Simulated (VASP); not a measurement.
# C (I4/mmm) in VASP: a series of runs

Runs on C. Level: PBE. Tasks: single point, relaxation of cell and atoms.

Everything below comes from runs of VASP 6.6.1. Logs are shortened: lines on timing, memory, paths and dates and some standing lists are left out, and cuts for length are marked.

### 1 The cell of the first run

Symmetry: I4/mmm, No. 139, tetragonal system. The conventional cell has a = 2.365 Å, b = 2.365 Å, c = 4.103 Å, α = 90.00°, β = 90.00°, γ = 90.00°. C (site symmetry 4mm) has 5 C at 1.50 to 1.76 Å within 2.0 Å.

### 2 Single point, PBE

INCAR

```
SYSTEM = C
PREC     = Accurate       ! precision mode
ENCUT    = 520            ! plane-wave cutoff, eV
EDIFF    = 1E-6           ! SCF threshold, eV
ISMEAR   = 0              ! smearing method
SIGMA    = 0.2            ! smearing width, eV
LREAL    = .FALSE.        ! projectors in reciprocal space
LASPH    = .TRUE.         ! aspherical terms in the spheres
NELM     = 100            ! most SCF steps
ALGO     = Normal         ! electronic algorithm
ISIF     = 2              ! what is computed and relaxed
LWAVE    = .FALSE.        ! write WAVECAR
LCHARG   = .FALSE.        ! write CHGCAR
GGA      = PE             ! functional
NBANDS   = 26             ! bands
```

KPOINTS

```
regular mesh
0
G
  8 6 6
  0 0 0
```

POSCAR

```
C
1.0
   -1.1826522462     -1.1826522462      2.0515969136
   -3.5479567387      1.1826522462     -2.0515969136
    1.1826522462     -3.5479567387     -2.0515969136
C
8
Direct
    0.1829422997      0.9085288502      0.9085288502
    0.6829422997      0.4085288502      0.9085288502
    0.6829422997      0.9085288502      0.4085288502
    0.1829422997      0.4085288502      0.4085288502
    0.8170577003      0.5914711498      0.5914711498
    0.3170577003      0.0914711498      0.5914711498
    0.3170577003      0.5914711498      0.0914711498
    0.8170577003      0.0914711498      0.0914711498
```

Potentials or basis: VASP PAW PBE potentials, release 64 (C).

Started as:

```bash
$ cat potpaw_PBE.64/C/POTCAR > POTCAR
$ mpirun -np 1 vasp_std > vasp.out
```

OUTCAR:

```text
SYSTEM = C
   PREC = Accurate
   ENCUT = 520
   EDIFF = 1E-6
   ISMEAR = 0
   LREAL = .FALSE.
   LASPH = .TRUE.
   NELM = 100
   ISIF = 2
   GGA = PE

 ion  position               nearest neighbor table
   1  0.183  0.909  0.909-   8 1.50   8 1.76   6 1.76   7 1.76   5 1.76
   2  0.683  0.409  0.909-   7 1.50   7 1.76   5 1.76   8 1.76   6 1.76
   3  0.683  0.909  0.409-   6 1.50   6 1.76   8 1.76   5 1.76   7 1.76
   4  0.183  0.409  0.409-   5 1.50   5 1.76   7 1.76   6 1.76   8 1.76
   5  0.817  0.591  0.591-   4 1.50   4 1.76   2 1.76   3 1.76   1 1.76
   6  0.317  0.091  0.591-   3 1.50   3 1.76   1 1.76   4 1.76   2 1.76
   7  0.317  0.591  0.091-   2 1.50   2 1.76   4 1.76   1 1.76   3 1.76
   8  0.817  0.091  0.091-   1 1.50   1 1.76   3 1.76   2 1.76   4 1.76

  LATTYP: Found a base centered monoclinic cell.
 ALAT       =     5.2939144561
 B/A-ratio  =     1.2637324309
 C/A-ratio  =     0.5000000000
 COS(beta)  =    -0.2014901715

  Lattice vectors:

 A1 = (  -3.5479567387,   1.1826522462,  -2.0515969136)
 A2 = (   1.1826522462,  -3.5479567387,  -2.0515969136)
 A3 = (  -1.1826522462,  -1.1826522462,   2.0515969136)

Analysis of symmetry for initial positions (statically):
=====================================================================
 Subroutine PRICEL returns following result:

  LATTYP: Found a body centered tetragonal cell.
 ALAT       =     2.3653044924
 C/A-ratio  =     1.7347423303

  Lattice vectors:

 A1 = (  -1.1826522463,  -1.1826522462,  -2.0515969136)
 A2 = (   1.1826522462,   1.1826522462,  -2.0515969136)
 A3 = (   1.1826522463,  -1.1826522462,   2.0515969136)

   4 primitive cells build up your supercell.

 Routine SETGRP: Setting up the symmetry group for a
 base centered monoclinic supercell.

 Subroutine GETGRP returns: Found  4 space group operations
 (whereof  4 operations were pure point group operations)
 out of a pool of  4 trial point group operations.

The static configuration has the point symmetry C_2h.

Analysis of symmetry for dynamics (positions and initial velocities):
=====================================================================
 Subroutine PRICEL returns following result:

  LATTYP: Found a body centered tetragonal cell.
 ALAT       =     2.3653044924
 C/A-ratio  =     1.7347423303

  Lattice vectors:

 A1 = (  -1.1826522463,  -1.1826522462,  -2.0515969136)
 A2 = (   1.1826522462,   1.1826522462,  -2.0515969136)
 A3 = (   1.1826522463,  -1.1826522462,   2.0515969136)

   4 primitive cells build up your supercell.

 Routine SETGRP: Setting up the symmetry group for a
 base centered monoclinic supercell.

 Subroutine GETGRP returns: Found  4 space group operations
 (whereof  4 operations were pure point group operations)
 out of a pool of  4 trial point group operations.

The dynamic configuration has the point symmetry C_2h.

 Subroutine INISYM returns: Found  4 space group operations
 (whereof  4 operations are pure point group operations),
 and found     4 'primitive' translations

----------------------------------------------------------------------------------------

                                     Primitive cell

  volume of cell :      11.4780

  direct lattice vectors                    reciprocal lattice vectors
    -1.182652246 -1.182652246 -2.051596914     0.000000000 -0.422778548 -0.243712591
     1.182652246  1.182652246 -2.051596914     0.422778548  0.000000000 -0.243712591
     1.182652246 -1.182652246  2.051596914     0.422778548 -0.422778548 -0.000000000

  length of vectors
     2.646957228  2.646957228  2.646957228     0.487993369  0.487993369  0.597899157

  position of ions in fractional coordinates (direct lattice)
     0.817057700  0.817057700  0.000000000
     0.182942300  0.182942300  0.000000000

  ion indices of the primitive-cell ions
   primitive index   ion index
                 1           1
                 2           6

----------------------------------------------------------------------------------------

 KPOINTS: regular mesh

Automatic generation of k-mesh.
 Grid dimensions read from file:
 generate k-points for:    8    6    6

 Generating k-lattice:

  Cartesian coordinates                     Fractional coordinates (reciprocal lattice)
    -0.026423659 -0.026423659  0.030464074     0.125000000  0.000000000  0.000000000
    -0.035231546  0.000000000 -0.020309383     0.000000000  0.166666667 -0.000000000
     0.000000000 -0.035231546 -0.020309383     0.000000000 -0.000000000  0.166666667

  Length of vectors
     0.048212854  0.040666114  0.040666114

  Shift w.r.t. Gamma in fractional coordinates (k-lattice)
     0.000000000  0.000000000  0.000000000

 Subroutine IBZKPT returns following result:
 ===========================================

 Found     89 irreducible k-points:

 Following reciprocal coordinates:
            Coordinates               Weight
  0.000000  0.000000  0.000000      1.000000
  0.125000 -0.000000 -0.000000      2.000000
  0.250000 -0.000000 -0.000000      2.000000
  0.375000  0.000000  0.000000      2.000000
  0.500000 -0.000000 -0.000000      1.000000
  0.000000  0.166667 -0.000000      4.000000
[... 16 lines left out ...]
  0.125000  0.500000  0.000000      4.000000
  0.250000  0.500000  0.000000      4.000000
 [... further k-points ...]
   k-points           NKPTS =     89   k-points in BZ     NKDIM =     89   number of bands    NBANDS=     26
   number of dos      NEDOS =    301   number of ions     NIONS =      8
   total plane-waves  NPLWV =  20480
   dimension x,y,z NGX =    20 NGY =   32 NGZ =   32
   dimension x,y,z NGXF=    40 NGYF=   64 NGZF=   64
   ions per type =               8
   NGX,Y,Z   is equivalent  to a cutoff of  12.56, 12.47, 12.47 a.u.
   NGXF,Y,Z  is equivalent  to a cutoff of  25.12, 24.94, 24.94 a.u.
 SYSTEM =  C
   PREC   = accura    normal or accurate (medium, high low for compatibility)
   ISTART =      0    job   : 0-new  1-cont  2-samecut
   ICHARG =      2    charge: 1-file 2-atom 10-const
   ISPIN  =      1    spin polarized calculation?
   LNONCOLLINEAR =      F non collinear calculations
   LSORBIT =      F    spin-orbit coupling
   LASPH  =      T    aspherical Exc in radial PAW
   ENCUT  =  520.0 eV  38.22 Ry    6.18 a.u.   4.92  7.93  7.93*2*pi/ulx,y,z
   NELM   =    100;   NELMIN=  2; NELMDL= -5     # of ELM steps
   EDIFF  = 0.1E-05   stopping-criterion for ELM
   LREAL  =      F    real-space projection
   EDIFFG = 0.1E-04   stopping-criterion for IOM
   NSW    =      0    number of steps for IOM
   IBRION =     -1    ionic relax: 0-MD 1-quasi-New 2-CG
   NFREE  =      0    steps in history (QN), initial steepest desc. (CG)
   ISIF   =      2    stress and relaxation
   ISYM   =      2    0-nonsym 1-usesym 2-fastsym
   POTIM  = 0.5000    time-step for ionic-motion
   TEBEG  =    0.0;   TEEND  =   0.0 temperature during run
   PSTRESS=    0.0 pullay stress
   NELECT =      32.0000    total number of electrons
   NUPDOWN=      -1.0000    fix difference up-down
   EMIN   =  10.00;   EMAX   =-10.00  energy-range for DOS
   EFERMI =   0.00;   METHOD = LEGACY
   ISMEAR =     0;   SIGMA  =   0.20  broadening in eV -4-tet -1-fermi 0-gaus
   EFERMI_NEDOS =   21; number of points for ismear=-14 and -15
   IALGO  =     38    algorithm
   IMIX   =      4    mixing-type and parameters
     AMIX     =   0.40;   BMIX     =  1.00
     AMIX_MAG =   1.60;   BMIX_MAG =  1.00
  volume/ion in A,a.u.               =       5.74        38.73
  Fermi-wavevector in a.u.,A,eV,Ry     =   1.451497  2.742931 28.665342  2.106843
  Thomas-Fermi vector in A             =   2.568987
   LORBIT       =      0    0 simple, 1 ext, 2 COOP (PROOUT), +10 PAW based schemes
   GGA     = PE    functional components
   LHFCALC =     F    Hartree Fock is set to
   AEXX    =    0.0000 exact exchange contribution
   IVDW    =     0    specifies the selected vdW correction
   LEPSILON=     F    determine dielectric tensor
   LRPA    =     F    only Hartree local field effects (RPA)
 non-spin polarized calculation
 Gauss-broadening in eV      SIGMA  =   0.20
  energy-cutoff  :      520.00
  volume of cell :       45.91
 maximum number of plane-waves:      1258
   NGX =  9   NGY = 15   NGZ = 15

 number of electron      32.0000000 magnetization

 Free energy of the ion-electron system (eV)
  ---------------------------------------------------
  ext. energy  EPLUGINS =         0.00000000
  ---------------------------------------------------
  free energy    TOTEN  =       -57.95836262 eV

  energy without entropy =      -57.93574279  energy(sigma->0) =      -57.94705271

 E-fermi :   9.9301     XC(G=0): -13.5225

 val. band max:        9.9217685312   @ k =   0.5000   0.1667   0.1667
 cond. band min:       9.9536689269   @ k =   0.3750   0.5000   0.3333
 fundamental gap:      0.0319003957
 Fermi energy:         9.9300617010

 k-point     1 :       0.0000    0.0000    0.0000
  band No.  band energies     occupation
      1     -11.5382      2.00000
      2      -5.2882      2.00000
      3      -5.2882      2.00000
      4      -3.5432      2.00000
      5      -3.5432      2.00000
      6      -1.6768      2.00000
[... 18 lines left out ...]
     25      17.2889      0.00000
     26      18.8108      0.00000

 k-point     2 :       0.1250   -0.0000   -0.0000
  band No.  band energies     occupation
      1     -11.2583      2.00000
      2      -5.1424      2.00000
      3      -5.1424      2.00000
      4      -3.1879      2.00000
      5      -3.1879      2.00000
      6      -1.6503      2.00000
[... 18 lines left out ...]
     25      17.4267      0.00000
[... 608 lines left out ...]
     25      18.6647      0.00000
     26      19.3885      0.00000

 k-point    24 :       0.2500    0.5000    0.0000
  band No.  band energies     occupation
      1      -9.1121      2.00000
      2      -8.1973      2.00000
      3      -4.0498      2.00000
      4      -3.4915      2.00000
      5      -2.1017      2.00000
      6       0.1796      2.00000
[... 18 lines left out ...]
     25      18.8474      0.00000
     26      20.6436      0.00000

 [... further k-points ...]

------------------------ aborting loop because EDIFF is reached ----------------------------------------

  FORCE on cell =-STRESS in cart. coord.  units (eV):
  Direction    XX          YY          ZZ          XY          YZ          ZX
  --------------------------------------------------------------------------------------
  -------------------------------------------------------------------------------------
  Total        0.1720131      0.1720131      0.1876558      1.2833705      0.2876539      0.2876539
  in kB        6.0026918      6.0026918      6.5485682     44.7854043     10.0381733     10.0381740
  external PRESSURE =       6.1846506 kB  Pullay stress =       0.0000000 kB

 VOLUME and BASIS-vectors are now :
 -----------------------------------------------------------------------------
  energy-cutoff  :      520.00
  volume of cell :       45.91
      direct lattice vectors                 reciprocal lattice vectors
    -1.182652246 -1.182652246  2.051596914    -0.211389274 -0.211389274  0.243712591
    -3.547956739  1.182652246 -2.051596914    -0.211389274  0.000000000 -0.121856296
     1.182652246 -3.547956739 -2.051596914     0.000000000 -0.211389274 -0.121856296

 POSITION                                       TOTAL-FORCE (eV/Angst)
 -----------------------------------------------------------------------------------
     -2.36530     -2.36530     -3.35255        -0.050142     -0.050142      0.018706
     -1.18265     -3.54796     -1.30095        -0.050142     -0.050142      0.018706
     -3.54796     -1.18265     -1.30095        -0.050142     -0.050142      0.018706
     -1.18265     -1.18265     -1.30095        -0.050142     -0.050142      0.018706
     -2.36530     -2.36530     -0.75065         0.050142      0.050142     -0.018706
      0.00000     -2.36530     -0.75065         0.050142      0.050142     -0.018706
     -2.36530      0.00000     -0.75065         0.050142      0.050142     -0.018706
     -1.18265     -1.18265      1.30095         0.050142      0.050142     -0.018706
 -----------------------------------------------------------------------------------
    total drift:                                0.000000     -0.000000      0.000000

  FREE ENERGIE OF THE ION-ELECTRON SYSTEM (eV)
  ---------------------------------------------------
  free  energy   TOTEN  =       -57.9583626249 eV

  energy  without entropy=      -57.9357427866  energy(sigma->0) =      -57.94705271
```

Run time: 1.8 min. Hardware: 1 thread of Intel Xeon 8259CL, shared host; peak memory 0.19 GiB.

Results:

| Item | Value |
| --- | --- |
| Free energy | -57.9584 eV |
| Pressure | 0.6 GPa |
| Largest force | 0.073 eV/Å |
| Band gap on the k mesh | zero (bands 16 and 17 overlap by 3.41 eV) |

Forces on the atoms (eV/Å):
```
C   -0.050 -0.050  0.019
C   -0.050 -0.050  0.019
C   -0.050 -0.050  0.019
C   -0.050 -0.050  0.019
C    0.050  0.050 -0.019
C    0.050  0.050 -0.019
C    0.050  0.050 -0.019
C    0.050  0.050 -0.019
```

### 3 Single point, PBE

This run uses another cell than the first one: it holds 2 atoms, not 8.

INCAR

```
ALGO = Normal ; EDIFF = 1E-6
ENCUT = 520 ; GGA = PE
ISIF = 2 ; ISMEAR = 0
LASPH = True ; LCHARG = False
LREAL = False ; LWAVE = False
NBANDS = 11 ; NELM = 60
PREC = Accurate ; SIGMA = 0.1
```

KPOINTS

```
k-points
0
Gamma
  32 32 32
```

POSCAR

```
C
1.0
   -1.1826522462      1.1826522462      2.0515969136
    1.1826522462     -1.1826522462      2.0515969136
    1.1826522462      1.1826522462     -2.0515969136
C
2
Direct
    0.1829422997      0.1829422997      0.0000000000
    0.8170577003      0.8170577003      0.0000000000
```

Potentials or basis: VASP PAW PBE potentials, release 64 (C).

Started as:

```bash
$ cat potpaw_PBE.64/C/POTCAR > POTCAR
$ mpirun -np 1 vasp_std > vasp.out
```

Wall time 5.5 min (1 thread of Intel Xeon 8259CL, shared host); peak memory 0.34 GiB.

It converged, with:

```yaml
Free_energy: -14.4847 eV
Pressure: 0.4 GPa
Largest_force: 0.037 eV/Å
Band_gap_on_the_k_mesh: zero (bands 4 and 5 overlap by 7.06 eV)
```

Forces in eV/Å, atoms in the order of the input:
```
C    0.000  0.000  0.037
C    0.000  0.000 -0.037
```

Stress tensor (GPa, compression positive):
```
0.24 0.00 0.00
0.00 0.24 0.00
0.00 0.00 0.76
```

Levels at points of the mesh, in eV from the Fermi level:
```tsv
k point	band 2	band 3	band 4	band 5	band 6	band 7
(0.00, 0.00, 0.00)	-2.06	0.16	0.16	6.51	7.35	7.35
(0.50, 0.00, 0.00)	-13.48	-4.71	1.57	4.83	5.98	8.87
(0.50, 0.50, 0.00)	-10.93	-6.32	-3.94	-3.87	2.56	14.29
(0.50, 0.50, 0.50)	-13.92	-3.77	-3.77	3.62	10.81	13.85
```

### 4 Relaxation of cell and atoms, PBE

This run uses another cell than the first one: it holds 2 atoms, not 8.

INCAR

```
  PREC = Accurate
  ENCUT = 600
  EDIFF = 1E-7
  ISMEAR = 0
  SIGMA = 0.1
  LREAL = False
  LASPH = True
  NELM = 60
  ALGO = Normal
  ISIF = 3
  LWAVE = False
  LCHARG = False
  GGA = PE
  IBRION = 2
  NSW = 100
  EDIFFG = -0.01
```

KPOINTS

```
Automatic mesh
0
Gamma
  32 32 32
```

POSCAR

```
C
1.0
   -1.1826700539      1.1826700539      2.0503693581
    1.1826700539     -1.1826700539      2.0503693581
    1.1826700539      1.1826700539     -2.0503693581
C
2
Direct
    0.1829885401      0.1829885401      0.0000000000
    0.8170114599      0.8170114599      0.0000000000
```

Started as:

```bash
$ cat potpaw_PBE.64/C/POTCAR > POTCAR
$ mpirun -np 1 vasp_std > vasp.out
```

Run time: 9.7 min. Hardware: 1 thread of Intel Xeon 8259CL, shared host; peak memory 0.34 GiB.

It converged, with:

```
Free energy                           : -14.4868 eV
Relaxed volume                        : 5.74 Å³/atom
Relaxed cell                          : a = 2.647 Å, b = 2.647 Å, c = 2.647 Å, α = 126.92°, β = 126.92°, γ = 78.38°
Space group after relaxing (to 0.1 Å) : I4/mmm (No. 139)
Energy gained by relaxing             : 0.0 meV/atom
Ionic steps                           : 3
Pressure after relaxing               : 0.0 GPa
Largest force after relaxing          : 0.006 eV/Å
Band gap on the k mesh                : zero (bands 4 and 5 overlap by 7.05 eV)
```

Forces in eV/Å, atoms in the order of the input:
```
C    0.000  0.000 -0.006
C    0.000  0.000  0.006
```

Stress tensor (GPa, compression positive):
```
-0.11  0.00  0.00
 0.00 -0.11  0.00
 0.00  0.00  0.10
```

Final structure:
```xyz
2
Lattice="-1.1826 1.1826 2.0515 1.1826 -1.1826 2.0515 1.1826 1.1826 -2.0515" Properties=species:S:1:pos:R:3 pbc="T T T"
C     0.0000    0.0000    0.7513
C     0.0000    0.0000    3.3517
```

Levels at points of the mesh, in eV from the Fermi level:
```
           k point  band 1  band 2  band 3  band 4  band 5  band 6  band 7  band 8
(0.00, 0.00, 0.00)  -21.47   -2.04    0.15    0.15    6.50    7.38    7.38    9.88
(0.50, 0.00, 0.00)  -15.22  -13.48   -4.70    1.57    4.82    5.99    8.86   11.20
(0.50, 0.50, 0.00)  -11.60  -10.93   -6.33   -3.94   -3.87    2.59   14.26   14.59
(0.50, 0.50, 0.50)  -15.15  -13.91   -3.77   -3.77    3.62   10.81   13.86   13.86
```

### 5 Summary

```tsv
task	cell	k mesh	cutoff (eV)	smearing	gap on the mesh (eV)	pressure (GPa)	largest force (eV/Å)
single point	a = 2.647, b = 4.266, c = 4.266 Å, angles 103.3, 97.2, 97.2°, 8 atoms, atomic positions A	8 × 6 × 6	520	gaussian 0.2 eV	none	0.6	0.07
single point	a = 2.647 Å, angles 126.9, 126.9, 78.4°, 2 atoms, atomic positions B	32 × 32 × 32	520	gaussian 0.1 eV	none	0.4	0.04
relaxation of cell and atoms	relaxed from a = 2.646 Å, angles 126.9, 126.9, 78.4°, 2 atoms, atomic positions B	32 × 32 × 32	600	gaussian 0.1 eV	none	0.0	0.01
```

Alike in all rows: level PBE; potentials or basis VASP PAW PBE potentials, release 64 (C); no spin polarisation.

Total energies depend on the potentials used, so only differences within one code and one set of settings carry meaning.

The gap in the log of VASP goes by the Fermi energy; the results here count the filled bands.